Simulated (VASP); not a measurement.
# PbO2 (Fm-3m) in VASP: settings compared, part 2 of 2

VASP 6.6.1. The steps go on from the part before.

**3. Single point, r2SCAN**

This run uses another cell than the first one, of 12.89 Å³/atom, 1.021 times its volume.

Contents of POSCAR:

```
PbO2
1.0
    0.0000000000      2.6838572791      2.6838572791
    2.6838572791      0.0000000000      2.6838572791
    2.6838572791      2.6838572791      0.0000000000
Pb O
1 2
Direct
    0.0000000000      0.0000000000      0.0000000000
    0.7500000000      0.7500000000      0.7500000000
    0.2500000000      0.2500000000      0.2500000000
```

Contents of INCAR.step1:

```
PREC = Accurate ; ENCUT = 520
ISMEAR = -1 ; SIGMA = 0.05
LREAL = False ; LASPH = True
NELM = 100 ; NBANDS = 20
GGA = PE ; ALGO = Normal
EDIFF = 1E-4 ; LWAVE = True
LCHARG = False
```

Contents of INCAR.step2:

```
PREC = Accurate ; ENCUT = 520
EDIFF = 1E-6 ; ISMEAR = -1
SIGMA = 0.05 ; LREAL = False
LASPH = True ; NELM = 100
ALGO = Normal ; ISIF = 2
LWAVE = False ; LCHARG = False
METAGGA = R2SCAN ; LMIXTAU = True
NBANDS = 20 ; ISTART = 1
```

Contents of KPOINTS:

```
regular mesh
0
Gamma
  9 9 9
```

Potentials or basis: VASP PAW PBE potentials, release 64 (Pb_d, O).

The run is started by

```bash
$ cat potpaw_PBE.64/Pb_d/POTCAR potpaw_PBE.64/O/POTCAR > POTCAR
$ cp INCAR.step1 INCAR
$ mpirun -np 1 vasp_std > vasp.out
$ cp INCAR.step2 INCAR
$ mpirun -np 1 vasp_std > vasp.out
```

OUTCAR:

```text
PREC = Accurate
   ENCUT = 520
   EDIFF = 1E-6
   ISMEAR = -1
   LREAL = False
   LASPH = True
   NELM = 100
   ISIF = 2
   METAGGA = R2SCAN
   ISTART = 1

 ion  position               nearest neighbor table
   1  0.000  0.000  0.000-   2 2.32   2 2.32   2 2.32   2 2.32   3 2.32   3 2.32   3 2.32   3 2.32

   2  0.750  0.750  0.750-   1 2.32   1 2.32   1 2.32   1 2.32
   3  0.250  0.250  0.250-   1 2.32   1 2.32   1 2.32   1 2.32

  LATTYP: Found a face centered cubic cell.
 ALAT       =     5.3677145582

  Lattice vectors:

 A1 = (   0.0000000000,   2.6838572791,   2.6838572791)
 A2 = (   2.6838572791,   0.0000000000,   2.6838572791)
 A3 = (   2.6838572791,   2.6838572791,   0.0000000000)

Analysis of symmetry for initial positions (statically):
=====================================================================
 Subroutine PRICEL returns:
 Original cell was already a primitive cell.

 Routine SETGRP: Setting up the symmetry group for a
 face centered cubic supercell.

 Subroutine GETGRP returns: Found 48 space group operations
 (whereof 48 operations were pure point group operations)
 out of a pool of 48 trial point group operations.

The static configuration has the point symmetry O_h .

Analysis of symmetry for dynamics (positions and initial velocities):
=====================================================================
 Subroutine PRICEL returns:
 Original cell was already a primitive cell.

 Routine SETGRP: Setting up the symmetry group for a
 face centered cubic supercell.

 Subroutine GETGRP returns: Found 48 space group operations
 (whereof 48 operations were pure point group operations)
 out of a pool of 48 trial point group operations.

The dynamic configuration has the point symmetry O_h .

 Subroutine INISYM returns: Found 48 space group operations
 (whereof 48 operations are pure point group operations),
 and found     1 'primitive' translations
[... 105 lines left out ...]
   POTIM  = 0.5000    time-step for ionic-motion
   TEBEG  =    0.0;   TEEND  =   0.0 temperature during run
   PSTRESS=    0.0 pullay stress
   NELECT =      26.0000    total number of electrons
   NUPDOWN=      -1.0000    fix difference up-down
   EMIN   =  10.00;   EMAX   =-10.00  energy-range for DOS
   EFERMI =   0.00;   METHOD = LEGACY
   ISMEAR =    -1;   SIGMA  =   0.05  broadening in eV -4-tet -1-fermi 0-gaus
   EFERMI_NEDOS =   21; number of points for ismear=-14 and -15
   IALGO  =     38    algorithm
   IMIX   =      4    mixing-type and parameters
     AMIX     =   0.40;   BMIX     =  1.00
     AMIX_MAG =   1.60;   BMIX_MAG =  1.00
  volume/ion in A,a.u.               =      12.89        86.97
  Fermi-wavevector in a.u.,A,eV,Ry     =   1.434267  2.710371 27.988823  2.057120
  Thomas-Fermi vector in A             =   2.553694
   LORBIT       =      0    0 simple, 1 ext, 2 COOP (PROOUT), +10 PAW based schemes
   METAGGA = R2SCAN    functional components
   LHFCALC =     F    Hartree Fock is set to
   AEXX    =    0.0000 exact exchange contribution
   IVDW    =     0    specifies the selected vdW correction
   LEPSILON=     F    determine dielectric tensor
   LRPA    =     F    only Hartree local field effects (RPA)
 non-spin polarized calculation
  energy-cutoff  :      520.00
  volume of cell :       38.66
 maximum number of plane-waves:      1051
   NGX = 15   NGY = 15   NGZ = 15

 number of electron      26.0000002 magnetization

 Free energy of the ion-electron system (eV)
  ---------------------------------------------------
  ext. energy  EPLUGINS =         0.00000000
  ---------------------------------------------------
  free energy    TOTEN  =       -70.77434792 eV

  energy without entropy =      -70.76846214  energy(sigma->0) =      -70.77140503

 E-fermi :   5.5450     XC(G=0): -12.0215

 val. band max:        5.4880084551   @ k =  -0.3333   0.4444   0.2222
 cond. band min:       6.3021548987   @ k =  -0.1111   0.1111   0.0000
 fundamental gap:      0.8141464436
 Fermi energy:         5.5449658824

 k-point     1 :       0.0000    0.0000    0.0000
  band No.  band energies     occupation
      1     -14.0816      2.00000
      2     -11.2221      2.00000
      3     -10.6562      2.00000
      4     -10.6562      2.00000
      5     -10.6562      2.00000
      6     -10.3841      2.00000
[... 541 lines left out ...]
     19      22.8492      0.00000
     20      23.6904      0.00000

 [... further k-points ...]
[... 5 lines left out ...]
  --------------------------------------------------------------------------------------
  -------------------------------------------------------------------------------------
  Total       -0.7130041     -0.7130041     -0.7130041      0.0000000     -0.0000000     -0.0000000
  in kB      -29.5457069    -29.5457069    -29.5457069      0.0000000     -0.0000000     -0.0000000
  external PRESSURE =     -29.5457069 kB  Pullay stress =       0.0000000 kB

 VOLUME and BASIS-vectors are now :
 -----------------------------------------------------------------------------
  energy-cutoff  :      520.00
  volume of cell :       38.66
      direct lattice vectors                 reciprocal lattice vectors
     0.000000000  2.683857279  2.683857279    -0.186299027  0.186299027  0.186299027
     2.683857279  0.000000000  2.683857279     0.186299027 -0.186299027  0.186299027
     2.683857279  2.683857279  0.000000000     0.186299027  0.186299027 -0.186299027

 POSITION                                       TOTAL-FORCE (eV/Angst)
 -----------------------------------------------------------------------------------
      0.00000      0.00000      0.00000        -0.000000     -0.000000      0.000000
      4.02579      4.02579      4.02579         0.000000      0.000000      0.000000
      1.34193      1.34193      1.34193        -0.000000     -0.000000     -0.000000
 -----------------------------------------------------------------------------------
    total drift:                                0.000000     -0.000000      0.000000

  FREE ENERGIE OF THE ION-ELECTRON SYSTEM (eV)
  ---------------------------------------------------
  free  energy   TOTEN  =       -70.7743479210 eV

  energy  without entropy=      -70.7684621374  energy(sigma->0) =      -70.77140503
```

Wall time 55 s (1 thread of Intel Xeon Platinum 8559C (Emerald Rapids), shared host); peak memory 0.18 GiB.

Results:

```yaml
Free_energy: -70.7743 eV
Pressure: -3.0 GPa
Band_gap_on_the_k_mesh: zero (band 13 reaches 5.49 eV, above the bottom of band 14 at 4.27 eV)
```

Levels at points of the mesh, in eV from the Fermi level:
```
           k point  band 9  band 10  band 11  band 12  band 13  band 14  band 15  band 16  band 17  band 18
(0.00, 0.00, 0.00)   -2.07    -2.07    -2.07    -1.27    -1.27    -1.27     7.69     7.69     7.69    12.07
```

Caveat: the PAW data sets were made with another functional, which shifts forces and pressure a little; spin-orbit coupling is left out, which moves the levels of the heavy elements.

**4. Single point, r2SCAN**

This run uses another cell than the first one, of 13.15 Å³/atom, 1.042 times its volume.

Contents of POSCAR:

```
PbO2
1.0
    0.0000000000      2.7019920000      2.7019920000
    2.7019920000      0.0000000000      2.7019920000
    2.7019920000      2.7019920000      0.0000000000
Pb O
1 2
Direct
    0.0000000000      0.0000000000      0.0000000000
    0.7500000000      0.7500000000      0.7500000000
    0.2500000000      0.2500000000      0.2500000000
```

Contents of INCAR.step1:

```
SYSTEM = PbO2
PREC = Accurate
ENCUT = 520
ISMEAR = -1
SIGMA = 0.05
LREAL = .False.
LASPH = .True.
NELM = 60
NBANDS = 20
GGA = PE
ALGO = Normal
EDIFF = 1E-4
LWAVE = .True.
LCHARG = .False.
```

Contents of INCAR.step2:

```
SYSTEM = PbO2
PREC = Accurate
ENCUT = 520
EDIFF = 1E-6
ISMEAR = -1
SIGMA = 0.05
LREAL = .False.
LASPH = .True.
NELM = 60
ALGO = Normal
ISIF = 2
LWAVE = .False.
LCHARG = .False.
METAGGA = R2SCAN
LMIXTAU = .True.
NBANDS = 20
ISTART = 1
```

Contents of KPOINTS:

```
regular mesh
0
Gamma
  9 9 9
  0 0 0
```

Potentials or basis: VASP PAW PBE potentials, release 64 (Pb_d, O).

The run is started by

```bash
$ cat potpaw_PBE.64/Pb_d/POTCAR potpaw_PBE.64/O/POTCAR > POTCAR
$ cp INCAR.step1 INCAR
$ mpirun -np 1 vasp_std > vasp.out
$ cp INCAR.step2 INCAR
$ mpirun -np 1 vasp_std > vasp.out
```

OUTCAR:

```text
SYSTEM = PbO2
   PREC = Accurate
   ENCUT = 520
   EDIFF = 1E-6
   ISMEAR = -1
   LREAL = .False.
   LASPH = .True.
   NELM = 60
   ISIF = 2
   METAGGA = R2SCAN
   ISTART = 1

 ion  position               nearest neighbor table
   1  0.000  0.000  0.000-   2 2.34   2 2.34   2 2.34   3 2.34   3 2.34   3 2.34   3 2.34   2 2.34

   2  0.750  0.750  0.750-   1 2.34   1 2.34   1 2.34   1 2.34
   3  0.250  0.250  0.250-   1 2.34   1 2.34   1 2.34   1 2.34

  LATTYP: Found a face centered cubic cell.
 ALAT       =     5.4039840000

  Lattice vectors:

[... 192 lines left out ...]
      5     -10.8916      2.00000
      6     -10.6433      2.00000
[... 541 lines left out ...]
     19      22.5501      0.00000
     20      23.2280      0.00000

 [... further k-points ...]
[... 5 lines left out ...]
  --------------------------------------------------------------------------------------
  -------------------------------------------------------------------------------------
  Total       -1.4116696     -1.4116696     -1.4116696      0.0000000      0.0000000      0.0000000
  in kB      -57.3272963    -57.3272963    -57.3272963      0.0000000      0.0000000      0.0000000
  external PRESSURE =     -57.3272963 kB  Pullay stress =       0.0000000 kB

 VOLUME and BASIS-vectors are now :
 -----------------------------------------------------------------------------
  energy-cutoff  :      520.00
  volume of cell :       39.45
      direct lattice vectors                 reciprocal lattice vectors
     0.000000000  2.701992000  2.701992000    -0.185048660  0.185048660  0.185048660
     2.701992000  0.000000000  2.701992000     0.185048660 -0.185048660  0.185048660
     2.701992000  2.701992000  0.000000000     0.185048660  0.185048660 -0.185048660

 POSITION                                       TOTAL-FORCE (eV/Angst)
 -----------------------------------------------------------------------------------
      0.00000      0.00000      0.00000        -0.000000      0.000000     -0.000000
      4.05299      4.05299      4.05299         0.000000      0.000000      0.000000
      1.35100      1.35100      1.35100        -0.000000     -0.000000     -0.000000
 -----------------------------------------------------------------------------------
    total drift:                                0.000000     -0.000000      0.000000

  FREE ENERGIE OF THE ION-ELECTRON SYSTEM (eV)
  ---------------------------------------------------
  free  energy   TOTEN  =       -70.7540359604 eV

  energy  without entropy=      -70.7480398926  energy(sigma->0) =      -70.75103793
```

OUTCAR.step1:

```text
SYSTEM = PbO2
   PREC = Accurate
   ENCUT = 520
   ISMEAR = -1
   LREAL = .False.
   LASPH = .True.
   NELM = 60
[... 775 lines left out ...]
      0.00000      0.00000      0.00000        -0.000000     -0.000000      0.000000
      4.05299      4.05299      4.05299         0.000000      0.000000      0.000000
      1.35100      1.35100      1.35100        -0.000000     -0.000000     -0.000000
 -----------------------------------------------------------------------------------
    total drift:                                0.000000     -0.000000      0.000000

  FREE ENERGIE OF THE ION-ELECTRON SYSTEM (eV)
  ---------------------------------------------------
  free  energy   TOTEN  =       -15.6142903428 eV

  energy  without entropy=      -15.6083981660  energy(sigma->0) =      -15.61134425
```

It took 52 s on 1 thread of Intel Xeon Platinum 8559C (Emerald Rapids), shared host; peak memory 0.18 GiB.

What came out:

- Free energy: -70.7540 eV
- Pressure: -5.7 GPa
- Band gap on the k mesh: zero (band 13 reaches 5.23 eV, above the bottom of band 14 at 4.05 eV)

Caveat: the PAW data sets were made with another functional, which shifts forces and pressure a little; spin-orbit coupling is left out, which moves the levels of the heavy elements.

**5. Single point, r2SCAN**

This run uses another cell than the first one, of 13.15 Å³/atom, 1.042 times its volume.

POSCAR is that of step 4.

Contents of INCAR.step1:

```
SYSTEM = PbO2
PREC = Accurate ; ENCUT = 520
ISMEAR = -1 ; SIGMA = 0.05
LREAL = .False. ; LASPH = .True.
NELM = 60 ; NBANDS = 20
GGA = PE ; ALGO = Normal
EDIFF = 1E-4 ; LWAVE = .True.
LCHARG = .False.
```

Contents of INCAR.step2:

```
SYSTEM = PbO2
PREC = Accurate ; ENCUT = 520
EDIFF = 1E-7 ; ISMEAR = -1
SIGMA = 0.05 ; LREAL = .False.
LASPH = .True. ; NELM = 60
ALGO = Normal ; ISIF = 2
LWAVE = .False. ; LCHARG = .False.
METAGGA = R2SCAN ; LMIXTAU = .True.
NBANDS = 20 ; ISTART = 1
```

Contents of KPOINTS:

```
Automatic mesh
0
Gamma
  5 5 5
  0 0 0
```

The run is started by

```bash
$ cat potpaw_PBE.64/Pb_d/POTCAR potpaw_PBE.64/O/POTCAR > POTCAR
$ cp INCAR.step1 INCAR
$ mpirun -np 1 vasp_std > vasp.out
$ cp INCAR.step2 INCAR
$ mpirun -np 1 vasp_std > vasp.out
```

Run time: 34 s. Hardware: 1 thread of Intel Xeon Platinum 8488C (Sapphire Rapids), shared host; peak memory 0.16 GiB.

The run converged. Its results:

- Free energy: -70.7584 eV
- Pressure: -6.1 GPa
- Band gap on the k mesh: zero (band 13 reaches 5.13 eV, above the bottom of band 14 at 4.06 eV)

Levels at points of the mesh, in eV from the Fermi level:
```tsv
k point	band 11	band 12	band 13	band 14	band 15	band 16
(0.00, 0.00, 0.00)	-2.04	-1.24	-1.24	-1.24	7.61	7.61
```

Caveat: the k points lie up to 0.40 Å⁻¹ apart; the PAW data sets were made with another functional, which shifts forces and pressure a little; spin-orbit coupling is left out, which moves the levels of the heavy elements.

**6. Single point, PBE**

This run uses another cell than the first one, of 13.15 Å³/atom, 1.042 times its volume.

Contents of INCAR:

```
PREC = Accurate ; ENCUT = 520
EDIFF = 1E-6 ; ISMEAR = -1
SIGMA = 0.04 ; LREAL = F
LASPH = T ; NELM = 60
ALGO = Normal ; ISIF = 2
LWAVE = F ; LCHARG = F
GGA = PE ; NBANDS = 20
```

Contents of KPOINTS:

```
regular mesh
0
Gamma
  4 4 4
```

POSCAR is that of step 5.

Potentials or basis: VASP PAW PBE potentials, release 64 (Pb_d, O).

The run is started by

```bash
$ cat potpaw_PBE.64/Pb_d/POTCAR potpaw_PBE.64/O/POTCAR > POTCAR
$ mpirun -np 1 vasp_std > vasp.out
```

Wall time 7.7 s (1 thread of Intel Xeon Platinum 8488C (Sapphire Rapids), shared host); peak memory 0.15 GiB.

It converged, with:

```
Free energy            : -15.6245 eV
Pressure               : 0.2 GPa
Band gap on the k mesh : zero (band 13 reaches 5.65 eV, above the bottom of band 14 at 4.44 eV)
```

Levels at points of the mesh, in eV from the Fermi level:
```csv
k point,band 9,band 10,band 11,band 12,band 13,band 14,band 15,band 16,band 17,band 18
"(0.00, 0.00, 0.00)",-2.05,-2.05,-2.05,-1.28,-1.28,-1.28,6.91,6.91,6.91,11.70
"(0.50, 0.00, 0.00)",-3.36,-2.84,-2.84,-1.49,-1.49,2.49,7.06,9.41,9.41,14.29
"(0.50, 0.50, 0.00)",-4.54,-4.54,-0.32,-0.22,-0.22,1.59,6.11,9.37,10.73,10.73
```

Caveat: the k points lie up to 0.50 Å⁻¹ apart; spin-orbit coupling is left out, which moves the levels of the heavy elements.

**7. Summary**

| level | cell | k mesh | smearing | gap on the mesh (eV) | pressure (GPa) |
| --- | --- | --- | --- | --- | --- |
| r2SCAN | a = 3.770 Å, angles 60.0°, 3 atoms | 9 × 9 × 9 | fermi-dirac 0.05 eV | none | 0.1 |
| r2SCAN | a = 3.796 Å, angles 60.0°, 3 atoms | 9 × 9 × 9 | fermi-dirac 0.05 eV | none | -3.0 |
| r2SCAN | a = 3.821 Å, angles 60.0°, 3 atoms | 9 × 9 × 9 | fermi-dirac 0.05 eV | none | -5.7 |
| r2SCAN | a = 3.821 Å, angles 60.0°, 3 atoms | 5 × 5 × 5 | fermi-dirac 0.05 eV | none | -6.1 |
| PBE | a = 3.821 Å, angles 60.0°, 3 atoms | 4 × 4 × 4 | fermi-dirac 0.04 eV | none | 0.2 |

Alike in all rows: task single point; potentials or basis VASP PAW PBE potentials, release 64 (Pb_d, O); no spin polarisation; cutoff (eV) 520.

Caveats: some runs use coarse meshes; spin-orbit coupling is left out, which moves the levels of the heavy elements; the PAW data sets were made with another functional, which shifts forces and pressure a little (some runs).

Total energies depend on the potentials used, so only differences within one code and one set of settings carry meaning.
